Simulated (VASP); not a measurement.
# SrO (Fm-3m) in VASP: notebook

SrO is run at these levels: LDA; tasks: electric field gradients.

All numbers are computed with VASP 6.6.1; they aren't measurements. Logs are shortened: lines on timing, memory, paths and dates and some standing lists are left out, and cuts for length are marked.

## 1. The cell of the first run

The structure is cubic, space group Fm-3m (No. 225). The conventional cell has a = 5.070 Å, b = 5.070 Å, c = 5.070 Å, α = 90.00°, β = 90.00°, γ = 90.00°. Sr (site symmetry m-3m) has 6 O at 2.54 Å within 3.3 Å. O (site symmetry m-3m) has 6 Sr at 2.54 Å within 3.3 Å.

## 2. Electric field gradients, LDA (volume scaled by 0.96)

Contents of INCAR:

```
SYSTEM = SrO
PREC = Accurate
ENCUT = 520
EDIFF = 1E-8
ISMEAR = -1
SIGMA = 0.02
LREAL = .False.
LASPH = .True.
NELM = 80
ALGO = Normal
ISIF = 2
LWAVE = .False.
LCHARG = .False.
GGA = CA
LEFG = .True.
NBANDS = 15
```

Contents of KPOINTS:

```
Automatic mesh
0
Gamma
  8 8 8
  0 0 0
```

Contents of POSCAR:

```
SrO
1.0
    0.0000000000      2.5350687154      2.5350687154
    2.5350687154      0.0000000000      2.5350687154
    2.5350687154      2.5350687154      0.0000000000
Sr O
1 1
Direct
    0.0000000000      0.0000000000      0.0000000000
    0.5000000000      0.5000000000      0.5000000000
```

Potentials or basis: VASP PAW LDA potentials, release 64 (Sr_sv, O).

The run is started by

```bash
$ cat potpaw_LDA.64/Sr_sv/POTCAR potpaw_LDA.64/O/POTCAR > POTCAR
$ mpirun -np 1 vasp_std > vasp.out
```

OUTCAR:

```text
SYSTEM = SrO
   PREC = Accurate
   ENCUT = 520
   EDIFF = 1E-8
   ISMEAR = -1
   LREAL = .False.
   LASPH = .True.
   NELM = 80
   ISIF = 2
   GGA = CA

 ion  position               nearest neighbor table
   1  0.000  0.000  0.000-   2 2.54   2 2.54   2 2.54   2 2.54   2 2.54   2 2.54
   2  0.500  0.500  0.500-   1 2.54   1 2.54   1 2.54   1 2.54   1 2.54   1 2.54

  LATTYP: Found a face centered cubic cell.
 ALAT       =     5.0701374308

  Lattice vectors:

 A1 = (   0.0000000000,   2.5350687154,   2.5350687154)
 A2 = (   2.5350687154,   0.0000000000,   2.5350687154)
 A3 = (   2.5350687154,   2.5350687154,   0.0000000000)

Analysis of symmetry for initial positions (statically):
=====================================================================
 Subroutine PRICEL returns:
 Original cell was already a primitive cell.

 Routine SETGRP: Setting up the symmetry group for a
 face centered cubic supercell.

 Subroutine GETGRP returns: Found 48 space group operations
 (whereof 48 operations were pure point group operations)
 out of a pool of 48 trial point group operations.

The static configuration has the point symmetry O_h .

Analysis of symmetry for dynamics (positions and initial velocities):
=====================================================================
 Subroutine PRICEL returns:
 Original cell was already a primitive cell.

 Routine SETGRP: Setting up the symmetry group for a
 face centered cubic supercell.

 Subroutine GETGRP returns: Found 48 space group operations
 (whereof 48 operations were pure point group operations)
 out of a pool of 48 trial point group operations.

The dynamic configuration has the point symmetry O_h .

 Subroutine INISYM returns: Found 48 space group operations
 (whereof 48 operations are pure point group operations),
 and found     1 'primitive' translations

----------------------------------------------------------------------------------------

                                     Primitive cell

  volume of cell :      32.5836

  direct lattice vectors                    reciprocal lattice vectors
     0.000000000  2.535068715  2.535068715    -0.197233312  0.197233312  0.197233312
     2.535068715  0.000000000  2.535068715     0.197233312 -0.197233312  0.197233312
     2.535068715  2.535068715  0.000000000     0.197233312  0.197233312 -0.197233312

  length of vectors
     3.585128559  3.585128559  3.585128559     0.341618118  0.341618118  0.341618118

  position of ions in fractional coordinates (direct lattice)
     0.000000000  0.000000000  0.000000000
     0.500000000  0.500000000  0.500000000

  ion indices of the primitive-cell ions
   primitive index   ion index
                 1           1
                 2           2

----------------------------------------------------------------------------------------

 KPOINTS: Automatic mesh

Automatic generation of k-mesh.
 Grid dimensions read from file:
 generate k-points for:    8    8    8

 Generating k-lattice:

  Cartesian coordinates                     Fractional coordinates (reciprocal lattice)
    -0.024654164  0.024654164  0.024654164     0.125000000  0.000000000  0.000000000
     0.024654164 -0.024654164  0.024654164     0.000000000  0.125000000  0.000000000
     0.024654164  0.024654164 -0.024654164     0.000000000  0.000000000  0.125000000

  Length of vectors
     0.042702265  0.042702265  0.042702265

  Shift w.r.t. Gamma in fractional coordinates (k-lattice)
     0.000000000  0.000000000  0.000000000

 Subroutine IBZKPT returns following result:
 ===========================================

 Found     29 irreducible k-points:

 Following reciprocal coordinates:
            Coordinates               Weight
  0.000000  0.000000  0.000000      1.000000
  0.125000  0.000000  0.000000      8.000000
  0.250000  0.000000  0.000000      8.000000
  0.375000  0.000000  0.000000      8.000000
  0.500000  0.000000  0.000000      4.000000
  0.125000  0.125000  0.000000      6.000000
[... 16 lines left out ...]
  0.500000  0.250000  0.125000     48.000000
 -0.375000  0.250000  0.125000     24.000000
 [... further k-points ...]
   k-points           NKPTS =     29   k-points in BZ     NKDIM =     29   number of bands    NBANDS=     15
   number of dos      NEDOS =    301   number of ions     NIONS =      2
   total plane-waves  NPLWV =  21952
   dimension x,y,z NGX =    28 NGY =   28 NGZ =   28
   dimension x,y,z NGXF=    56 NGYF=   56 NGZF=   56
   ions per type =               1   1
   NGX,Y,Z   is equivalent  to a cutoff of  12.98, 12.98, 12.98 a.u.
   NGXF,Y,Z  is equivalent  to a cutoff of  25.97, 25.97, 25.97 a.u.
 SYSTEM =  SrO
   PREC   = accura    normal or accurate (medium, high low for compatibility)
   ISTART =      0    job   : 0-new  1-cont  2-samecut
   ICHARG =      2    charge: 1-file 2-atom 10-const
   ISPIN  =      1    spin polarized calculation?
   LNONCOLLINEAR =      F non collinear calculations
   LSORBIT =      F    spin-orbit coupling
   LASPH  =      T    aspherical Exc in radial PAW
   ENCUT  =  520.0 eV  38.22 Ry    6.18 a.u.   6.67  6.67  6.67*2*pi/ulx,y,z
   NELM   =     80;   NELMIN=  2; NELMDL= -5     # of ELM steps
   EDIFF  = 0.1E-07   stopping-criterion for ELM
   LREAL  =      F    real-space projection
   EDIFFG = 0.1E-06   stopping-criterion for IOM
   NSW    =      0    number of steps for IOM
   IBRION =     -1    ionic relax: 0-MD 1-quasi-New 2-CG
   NFREE  =      0    steps in history (QN), initial steepest desc. (CG)
   ISIF   =      2    stress and relaxation
   ISYM   =      2    0-nonsym 1-usesym 2-fastsym
   POTIM  = 0.5000    time-step for ionic-motion
   TEBEG  =    0.0;   TEEND  =   0.0 temperature during run
   PSTRESS=    0.0 pullay stress
   NELECT =      16.0000    total number of electrons
   NUPDOWN=      -1.0000    fix difference up-down
   EMIN   =  10.00;   EMAX   =-10.00  energy-range for DOS
   EFERMI =   0.00;   METHOD = LEGACY
   ISMEAR =    -1;   SIGMA  =   0.02  broadening in eV -4-tet -1-fermi 0-gaus
   EFERMI_NEDOS =   21; number of points for ismear=-14 and -15
   IALGO  =     38    algorithm
   IMIX   =      4    mixing-type and parameters
     AMIX     =   0.40;   BMIX     =  1.00
     AMIX_MAG =   1.60;   BMIX_MAG =  1.00
  volume/ion in A,a.u.               =      16.29       109.94
  Fermi-wavevector in a.u.,A,eV,Ry     =   1.291562  2.440697 22.696302  1.668131
  Thomas-Fermi vector in A             =   2.423324
   LORBIT       =      0    0 simple, 1 ext, 2 COOP (PROOUT), +10 PAW based schemes
   GGA     = CA    functional components
   LHFCALC =     F    Hartree Fock is set to
   AEXX    =    0.0000 exact exchange contribution
   IVDW    =     0    specifies the selected vdW correction
   LEPSILON=     F    determine dielectric tensor
   LRPA    =     F    only Hartree local field effects (RPA)
 non-spin polarized calculation
  energy-cutoff  :      520.00
  volume of cell :       32.58
 maximum number of plane-waves:       893
   NGX = 13   NGY = 13   NGZ = 13

 number of electron      15.9999995 magnetization

 Free energy of the ion-electron system (eV)
  ---------------------------------------------------
  ext. energy  EPLUGINS =         0.00000000
  ---------------------------------------------------
  free energy    TOTEN  =       -13.38729039 eV

  energy without entropy =      -13.38729039  energy(sigma->0) =      -13.38729039

 E-fermi :   2.0472     XC(G=0): -10.7271

 val. band max:        1.5540047954   @ k =   0.0000   0.0000   0.0000
 cond. band min:       4.6173571004   @ k =   0.5000   0.5000   0.0000
 fundamental gap:      3.0633523051
 Fermi energy:         2.0472109107

 k-point     1 :       0.0000    0.0000    0.0000
  band No.  band energies     occupation
      1     -30.3930      2.00000
      2     -13.2603      2.00000
      3     -12.0700      2.00000
      4     -12.0700      2.00000
      5     -12.0700      2.00000
      6       1.5540      2.00000
      7       1.5540      2.00000
      8       1.5540      2.00000
      9       5.6603      0.00000
     10       7.7448      0.00000
     11       7.7448      0.00000
     12       7.7448      0.00000
     13      10.0680      0.00000
     14      10.0680      0.00000
     15      14.1869      0.00000

 k-point     2 :       0.1250    0.0000    0.0000
  band No.  band energies     occupation
      1     -30.3680      2.00000
      2     -13.6723      2.00000
      3     -12.0841      2.00000
      4     -12.0841      2.00000
      5     -11.7161      2.00000
      6       1.0699      2.00000
      7       1.3356      2.00000
      8       1.3356      2.00000
      9       6.3848      0.00000
     10       7.5829      0.00000
     11       8.0709      0.00000
     12       8.0709      0.00000
     13      10.5116      0.00000
     14      10.5116      0.00000
     15      15.2558      0.00000

 k-point     3 :       0.2500    0.0000    0.0000
  band No.  band energies     occupation
      1     -30.3067      2.00000
      2     -14.3159      2.00000
      3     -12.1174      2.00000
      4     -12.1174      2.00000
      5     -11.2135      2.00000
      6       0.1861      2.00000
      7       0.8678      2.00000
      8       0.8678      2.00000
      9       7.5437      0.00000
     10       7.9492      0.00000
     11       8.9596      0.00000
     12       8.9596      0.00000
     13      11.6135      0.00000
     14      11.6135      0.00000
     15      17.4463      0.00000
[... 343 lines left out ...]
 k-point    23 :       0.5000    0.2500    0.1250
  band No.  band energies     occupation
      1     -30.2126      2.00000
      2     -14.5425      2.00000
      3     -12.5096      2.00000
      4     -12.2782      2.00000
      5     -11.1892      2.00000
      6      -0.0754      2.00000
      7       0.5456      2.00000
      8       1.0245      2.00000
      9       7.0715      0.00000
     10       8.8700      0.00000
     11      10.7197      0.00000
     12      10.8174      0.00000
     13      12.9871      0.00000
     14      13.9598      0.00000
     15      16.1440      0.00000

 k-point    24 :      -0.3750    0.2500    0.1250
  band No.  band energies     occupation
      1     -30.1918      2.00000
      2     -14.6203      2.00000
      3     -12.5367      2.00000
      4     -12.3442      2.00000
      5     -11.1579      2.00000
      6      -0.1211      2.00000
      7       0.6361      2.00000
      8       0.7376      2.00000
      9       7.9561      0.00000
     10       8.3228      0.00000
     11      11.1808      0.00000
     12      11.2802      0.00000
     13      13.5609      0.00000
     14      14.8576      0.00000
     15      15.2108      0.00000

 [... further k-points ...]
[... 5 lines left out ...]
  --------------------------------------------------------------------------------------
  -------------------------------------------------------------------------------------
  Total        0.0968908      0.0968908      0.0968908     -0.0000000      0.0000000     -0.0000000
  in kB        4.7642414      4.7642414      4.7642414     -0.0000000      0.0000000     -0.0000000
  external PRESSURE =       4.7642414 kB  Pullay stress =       0.0000000 kB

 VOLUME and BASIS-vectors are now :
 -----------------------------------------------------------------------------
  energy-cutoff  :      520.00
  volume of cell :       32.58
      direct lattice vectors                 reciprocal lattice vectors
     0.000000000  2.535068715  2.535068715    -0.197233312  0.197233312  0.197233312
     2.535068715  0.000000000  2.535068715     0.197233312 -0.197233312  0.197233312
     2.535068715  2.535068715  0.000000000     0.197233312  0.197233312 -0.197233312

 POSITION                                       TOTAL-FORCE (eV/Angst)
 -----------------------------------------------------------------------------------
      0.00000      0.00000      0.00000        -0.000000     -0.000000     -0.000000
      2.53507      2.53507      2.53507         0.000000      0.000000      0.000000
 -----------------------------------------------------------------------------------
    total drift:                                0.000000      0.000000      0.000000

  FREE ENERGIE OF THE ION-ELECTRON SYSTEM (eV)
  ---------------------------------------------------
  free  energy   TOTEN  =       -13.3872903854 eV

  energy  without entropy=      -13.3872903854  energy(sigma->0) =      -13.38729039

 Electric field gradients (V/A^2)
---------------------------------------------------------------------
 ion       V_xx      V_yy      V_zz      V_xy      V_xz      V_yz
---------------------------------------------------------------------
   1      -0.000     0.000    -0.000     0.000     0.000     0.000
   2       0.000    -0.000    -0.000    -0.002    -0.002    -0.002
---------------------------------------------------------------------

 Electric field gradients after diagonalization (V/A^2)
 (convention: |V_zz| > |V_xx| > |V_yy|)
----------------------------------------------------------------------
 ion       V_xx      V_yy      V_zz     asymmetry (V_yy - V_xx)/ V_zz
----------------------------------------------------------------------
   1      -0.000    -0.000     0.000       0.000
   2       0.002     0.002    -0.004       0.000
----------------------------------------------------------------------

           NMR quadrupolar parameters

 Cq : quadrupolar parameter    Cq=e*Q*V_zz/h
 eta: asymmetry parameters     (V_yy - V_xx)/ V_zz
 Q  : nuclear electric quadrupole moment in mb (millibarn)
----------------------------------------------------------------------
 ion       Cq(MHz)       eta       Q (mb)
----------------------------------------------------------------------
   1       0.000       0.000       1.000
   2      -0.000       0.000       1.000
----------------------------------------------------------------------
```

It took 11 s on 1 thread of Intel Xeon 6975P-C, shared host; peak memory 0.15 GiB.

Results:

```yaml
Free_energy: -13.3873 eV
Pressure: 0.5 GPa
Band_gap_on_the_k_mesh: 3.06 eV, indirect (least direct gap 3.12 eV)
```

Caveat: without QUAD_EFG the Cq values of the log hold for a quadrupole moment of 1 mb, not for the nuclei. A k mesh can miss the band edges.

## 3. Electric field gradients, LDA (volume scaled by 0.96)

Contents of INCAR:

```
  ALGO = Normal
  EDIFF = 1E-8
  ENCUT = 520
  ISIF = 2
  ISMEAR = -1
  LASPH = T
  LCHARG = F
  LEFG = T
  LREAL = F
  LWAVE = F
  NBANDS = 15
  NELM = 60
  PREC = Accurate
  SIGMA = 0.02
```

Contents of KPOINTS:

```
k-points
0
Gamma
  8 8 8
```

POSCAR is that of step 2.

Potentials or basis: VASP PAW LDA potentials, release 64 (Sr_sv, O).

The run is started by

```bash
$ cat potpaw_LDA.64/Sr_sv/POTCAR potpaw_LDA.64/O/POTCAR > POTCAR
$ mpirun -np 1 vasp_std > vasp.out
```

OUTCAR:

```text
EDIFF = 1E-8
   ENCUT = 520
   ISIF = 2
   ISMEAR = -1
   LASPH = T
   LREAL = F
   NELM = 60
   PREC = Accurate

 ion  position               nearest neighbor table
   1  0.000  0.000  0.000-   2 2.54   2 2.54   2 2.54   2 2.54   2 2.54   2 2.54
   2  0.500  0.500  0.500-   1 2.54   1 2.54   1 2.54   1 2.54   1 2.54   1 2.54

  LATTYP: Found a face centered cubic cell.
 ALAT       =     5.0701374308

  Lattice vectors:

 A1 = (   0.0000000000,   2.5350687154,   2.5350687154)
 A2 = (   2.5350687154,   0.0000000000,   2.5350687154)
 A3 = (   2.5350687154,   2.5350687154,   0.0000000000)

Analysis of symmetry for initial positions (statically):
=====================================================================
 Subroutine PRICEL returns:
 Original cell was already a primitive cell.

 Routine SETGRP: Setting up the symmetry group for a
 face centered cubic supercell.

[... 619 lines left out ...]
  volume of cell :       32.58
      direct lattice vectors                 reciprocal lattice vectors
     0.000000000  2.535068715  2.535068715    -0.197233312  0.197233312  0.197233312
     2.535068715  0.000000000  2.535068715     0.197233312 -0.197233312  0.197233312
     2.535068715  2.535068715  0.000000000     0.197233312  0.197233312 -0.197233312

 POSITION                                       TOTAL-FORCE (eV/Angst)
 -----------------------------------------------------------------------------------
      0.00000      0.00000      0.00000        -0.000000     -0.000000     -0.000000
      2.53507      2.53507      2.53507         0.000000      0.000000      0.000000
 -----------------------------------------------------------------------------------
    total drift:                                0.000000      0.000000      0.000000

  FREE ENERGIE OF THE ION-ELECTRON SYSTEM (eV)
  ---------------------------------------------------
  free  energy   TOTEN  =       -13.3872903854 eV

  energy  without entropy=      -13.3872903854  energy(sigma->0) =      -13.38729039

 Electric field gradients (V/A^2)
---------------------------------------------------------------------
 ion       V_xx      V_yy      V_zz      V_xy      V_xz      V_yz
---------------------------------------------------------------------
   1      -0.000     0.000    -0.000     0.000     0.000     0.000
   2       0.000    -0.000    -0.000    -0.002    -0.002    -0.002
---------------------------------------------------------------------

 Electric field gradients after diagonalization (V/A^2)
 (convention: |V_zz| > |V_xx| > |V_yy|)
----------------------------------------------------------------------
 ion       V_xx      V_yy      V_zz     asymmetry (V_yy - V_xx)/ V_zz
----------------------------------------------------------------------
   1      -0.000    -0.000     0.000       0.000
   2       0.002     0.002    -0.004       0.000
----------------------------------------------------------------------

           NMR quadrupolar parameters

 Cq : quadrupolar parameter    Cq=e*Q*V_zz/h
 eta: asymmetry parameters     (V_yy - V_xx)/ V_zz
 Q  : nuclear electric quadrupole moment in mb (millibarn)
----------------------------------------------------------------------
 ion       Cq(MHz)       eta       Q (mb)
----------------------------------------------------------------------
   1       0.000       0.000       1.000
   2      -0.000       0.000       1.000
----------------------------------------------------------------------
```

stdout:

```text
POSCAR found type information on POSCAR SrO
 POSCAR found :  2 types and       2 ions
 scaLAPACK will be used
 LDA part: xc-table for (Slater(with rela. corr.)+CA(PZ))
 , standard interpolation
 POSCAR, INCAR and KPOINTS ok, starting setup
 FFT: planning ... GRIDC
 FFT: planning ... GRID_SOFT
 FFT: planning ... GRID
 WAVECAR not read
 entering main loop
ion   1

ion   2
```

Wall time 11 s (1 thread of Intel Xeon 6975P-C, shared host); peak memory 0.15 GiB.

What came out:

| Property | Result |
| --- | --- |
| Free energy | -13.3873 eV |
| Pressure | 0.5 GPa |
| Band gap on the k mesh | 3.06 eV, indirect (least direct gap 3.12 eV) |

Levels at points of the mesh, in eV from the valence-band top:
| k point | band 4 | band 5 | band 6 | band 7 | band 8 | band 9 | band 10 | band 11 | band 12 | band 13 |
| --- | --- | --- | --- | --- | --- | --- | --- | --- | --- | --- |
| (0.00, 0.00, 0.00) | -13.62 | -13.62 | 0.00 | 0.00 | 0.00 | 4.11 | 6.19 | 6.19 | 6.19 | 8.51 |
| (0.50, 0.00, 0.00) | -13.72 | -12.31 | -2.33 | -1.25 | -1.25 | 6.63 | 8.61 | 9.05 | 9.05 | 12.37 |
| (0.50, 0.50, 0.00) | -14.06 | -14.06 | -0.35 | -0.05 | -0.05 | 3.06 | 8.09 | 10.47 | 10.55 | 11.49 |

Caveat: without QUAD_EFG the Cq values of the log hold for a quadrupole moment of 1 mb, not for the nuclei. A k mesh can miss the band edges.
